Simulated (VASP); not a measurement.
# SnO2 (P6_3/mmc) in VASP: a series of runs, part 2 of 2

VASP 6.6.1.

## 3. Single point, PBEsol

This run uses another cell than the first one, of 15.04 Å³/atom, 1.028 times its volume.

INCAR

```
SYSTEM = SnO2
PREC     = Accurate       ! precision mode
ENCUT    = 520            ! plane-wave cutoff, eV
EDIFF    = 1E-7           ! SCF threshold, eV
ISMEAR   = 1              ! smearing method
SIGMA    = 0.1            ! smearing width, eV
LREAL    = .FALSE.        ! projectors in reciprocal space
LASPH    = .TRUE.         ! aspherical terms in the spheres
NELM     = 60             ! most SCF steps
ALGO     = Normal         ! electronic algorithm
ISIF     = 2              ! what is computed and relaxed
LWAVE    = .FALSE.        ! write WAVECAR
LCHARG   = .TRUE.         ! write CHGCAR
GGA      = PS             ! functional
LELF     = .TRUE.         ! ELF
LVHAR    = .TRUE.       
NBANDS   = 35             ! bands
```

KPOINTS

```
regular mesh
0
G
  12 12 2
  0 0 0
```

POSCAR

```
SnO2
1.0
    3.1477078056      0.0000000000      0.0000000000
   -1.5738539028      2.7259906859      0.0000000000
    0.0000000000      0.0000000000     10.5137560249
Sn O
2 4
Direct
    0.0000000000      0.0000000000      0.5000000000
    0.0000000000      0.0000000000      0.0000000000
    0.6666666667      0.3333333333      0.4058600000
    0.6666666667      0.3333333333      0.0941400000
    0.3333333333      0.6666666667      0.5941400000
    0.3333333333      0.6666666667      0.9058600000
```

Potentials or basis: VASP PAW PBE potentials, release 64 (Sn_d, O).

The run is started by

```sh
$ cat potpaw_PBE.64/Sn_d/POTCAR potpaw_PBE.64/O/POTCAR > POTCAR
$ mpirun -np 1 vasp_std > vasp.out
```

OUTCAR:

```text
SYSTEM = SnO2
   PREC = Accurate
   ENCUT = 520
   EDIFF = 1E-7
   ISMEAR = 1
   LREAL = .FALSE.
   LASPH = .TRUE.
   NELM = 60
   ISIF = 2
   GGA = PS

 ion  position               nearest neighbor table
   1  0.000  0.000  0.500-   5 2.07   3 2.07   5 2.07   3 2.07   3 2.07   5 2.07
   2  0.000  0.000  0.000-   6 2.07   4 2.07   6 2.07   4 2.07   4 2.07   6 2.07
   3  0.667  0.333  0.406-   1 2.07   1 2.07   1 2.07
   4  0.667  0.333  0.094-   2 2.07   2 2.07   2 2.07
   5  0.333  0.667  0.594-   1 2.07   1 2.07   1 2.07
   6  0.333  0.667  0.906-   2 2.07   2 2.07   2 2.07

[... 1121 lines left out ...]
  -------------------------------------------------------------------------------------
  Total        4.9201775      4.9201623      2.7070050      0.0000000     -0.0000000      0.0000000
  in kB       87.3805319     87.3802602     48.0754068      0.0000000     -0.0000000      0.0000000
  external PRESSURE =      74.2787330 kB  Pullay stress =       0.0000000 kB

 VOLUME and BASIS-vectors are now :
 -----------------------------------------------------------------------------
  energy-cutoff  :      520.00
  volume of cell :       90.21
      direct lattice vectors                 reciprocal lattice vectors
     3.147707806  0.000000000  0.000000000     0.317691495  0.183419556  0.000000000
    -1.573853903  2.725990686  0.000000000     0.000000000  0.366839111  0.000000000
     0.000000000  0.000000000 10.513756025     0.000000000  0.000000000  0.095113487

 POSITION                                       TOTAL-FORCE (eV/Angst)
 -----------------------------------------------------------------------------------
      0.00000      0.00000      5.25688        -0.000000     -0.000000      0.000000
      0.00000      0.00000      0.00000        -0.000000     -0.000000      0.000000
      1.57385      0.90866      4.26711         0.000000      0.000000     -0.588423
      1.57385      0.90866      0.98976         0.000000      0.000000      0.588423
     -0.00000      1.81733      6.24664        -0.000000     -0.000000      0.588423
     -0.00000      1.81733      9.52399        -0.000000     -0.000000     -0.588423
 -----------------------------------------------------------------------------------
    total drift:                               -0.000000      0.000000      0.000000

  FREE ENERGIE OF THE ION-ELECTRON SYSTEM (eV)
  ---------------------------------------------------
  free  energy   TOTEN  =       -38.4401079187 eV

  energy  without entropy=      -38.4435439867  energy(sigma->0) =      -38.44125327
```

OSZICAR:

```text
N       E                     dE             d eps       ncg     rms          rms(c)
DAV:   1     0.653510645799E+03    0.65351E+03   -0.25654E+04  2944   0.215E+03
DAV:   2     0.646630469579E+02   -0.58885E+03   -0.55324E+03  2940   0.610E+02
DAV:   3    -0.382498812818E+02   -0.10291E+03   -0.10110E+03  2975   0.211E+02
DAV:   4    -0.437064477377E+02   -0.54566E+01   -0.54249E+01  3263   0.543E+01
DAV:   5    -0.438541155255E+02   -0.14767E+00   -0.14751E+00  3390   0.916E+00    0.148E+01
DAV:   6    -0.384331749125E+02    0.54209E+01   -0.15600E+01  4077   0.615E+01    0.641E+00
DAV:   7    -0.384935756310E+02   -0.60401E-01   -0.19335E+00  2911   0.778E+00    0.321E+00
DAV:   8    -0.384463437243E+02    0.47232E-01   -0.17025E-01  4066   0.403E+00    0.913E-01
DAV:   9    -0.384383385875E+02    0.80051E-02   -0.33185E-02  4245   0.301E+00    0.127E-01
DAV:  10    -0.384398327497E+02   -0.14942E-02   -0.50843E-03  3409   0.691E-01    0.535E-02
DAV:  11    -0.384400742571E+02   -0.24151E-03   -0.42793E-04  3647   0.200E-01    0.187E-02
DAV:  12    -0.384401053615E+02   -0.31104E-04   -0.70033E-05  3783   0.570E-02    0.148E-02
DAV:  13    -0.384401079221E+02   -0.25606E-05   -0.18703E-05  3650   0.620E-02    0.156E-03
DAV:  14    -0.384401078010E+02    0.12107E-06   -0.15126E-06  3576   0.104E-02    0.792E-04
DAV:  15    -0.384401079158E+02   -0.11475E-06   -0.22366E-07  2541   0.466E-03    0.840E-04
DAV:  16    -0.384401079187E+02   -0.29595E-08   -0.26588E-08  2245   0.238E-03
   1 F= -.38440108E+02 E0= -.38441253E+02  d E =0.343607E-02
```

stdout:

```text
POSCAR found type information on POSCAR SnO
 POSCAR found :  2 types and       6 ions
 scaLAPACK will be used
 -----------------------------------------------------------------------------
|                                                                             |
|                                                                             |
|     You enforced a specific xc type in the INCAR file but a different       |
|     I HOPE YOU KNOW WHAT YOU ARE DOING!                                     |
|                                                                             |
 -----------------------------------------------------------------------------

 LDA part: xc-table for (Slater+PW92), standard interpolation
 POSCAR, INCAR and KPOINTS ok, starting setup
 FFT: planning ... GRIDC
 FFT: planning ... GRID_SOFT
 FFT: planning ... GRID
 WAVECAR not read
 entering main loop
```

It took 45 s on 1 thread of Intel Xeon 6975P-C (Granite Rapids), shared host; peak memory 0.25 GiB.

What came out:

* Free energy: -38.4401 eV
* Pressure: 7.4 GPa
* Largest force: 0.588 eV/Å
* Band gap on the k mesh: 2.53 eV, indirect (least direct gap 3.07 eV)

Forces on the atoms (eV/Å):
```
Sn   0.000  0.000  0.000
Sn   0.000  0.000  0.000
O    0.000  0.000 -0.588
O    0.000  0.000  0.588
O    0.000  0.000  0.588
O    0.000  0.000 -0.588
```

Stress tensor (GPa, compression positive):
```
8.74 0.00 0.00
0.00 8.74 0.00
0.00 0.00 4.81
```

Levels at points of the mesh, in eV from the valence-band top:
```tsv
k point	band 22	band 23	band 24	band 25	band 26	band 27	band 28	band 29	band 30	band 31
(0.00, 0.00, 0.00)	-0.88	-0.88	-0.85	-0.85	-0.53	2.53	3.34	5.72	6.08	10.41
(0.50, 0.00, 0.00)	-1.27	-0.54	-0.51	-0.49	-0.09	5.76	5.93	7.24	7.91	10.29
(0.00, 0.00, 0.50)	-0.89	-0.87	-0.87	-0.87	-0.87	2.94	2.94	5.91	5.91	10.48
(0.50, 0.00, 0.50)	-1.46	-0.52	-0.52	-0.28	-0.28	5.84	5.84	7.56	7.56	10.47
```

Caveat: the PAW data sets were made with another functional, which shifts forces and pressure a little; spin-orbit coupling is left out, which moves the levels of the heavy elements. As with any semilocal functional, this PBEsol gap is likely too small.
